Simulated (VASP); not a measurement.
Input of a VASP 6.6.1 run:

The input INCAR:

```
ALGO = Normal
EDIFF = 1E-7
EDIFFG = -0.01
ENCUT = 600
GGA = PE
IBRION = 2
ISIF = 3
ISMEAR = 0
LASPH = True
LCHARG = False
LREAL = False
LWAVE = False
NELM = 100
NSW = 100
PREC = Accurate
SIGMA = 0.02
```

File KPOINTS:

```
k-points
0
Gamma
  4 4 4
```

Contents of POSCAR:

```
MgS
1.0
    6.9676283808      0.0000000000      0.0000000000
    0.0000000000      6.9676283808      0.0000000000
    0.0000000000      0.0000000000      6.9676283808
Mg S
6 6
Direct
    0.5000000000      0.0000000000      0.7500000000
    0.7500000000      0.5000000000      0.0000000000
    0.0000000000      0.7500000000      0.5000000000
    0.5000000000      0.0000000000      0.2500000000
    0.2500000000      0.5000000000      0.0000000000
    0.0000000000      0.2500000000      0.5000000000
    0.0000000000      0.5000000000      0.7500000000
    0.7500000000      0.0000000000      0.5000000000
    0.5000000000      0.7500000000      0.0000000000
    0.0000000000      0.5000000000      0.2500000000
    0.2500000000      0.0000000000      0.5000000000
    0.5000000000      0.2500000000      0.0000000000
```

Potentials or basis: VASP PAW PBE potentials, release 64 (Mg, S).

Run with:

```console
$ cat potpaw_PBE.64/Mg/POTCAR potpaw_PBE.64/S/POTCAR > POTCAR
$ mpirun -np 1 vasp_std > vasp.out
```

(1) What does it give for the space group after relaxing (to 0.1 Å)?

(2) Estimate the band gap on the k mesh.

Answers

(1) Pm-3n (No. 223).

(2) 3.04 eV.
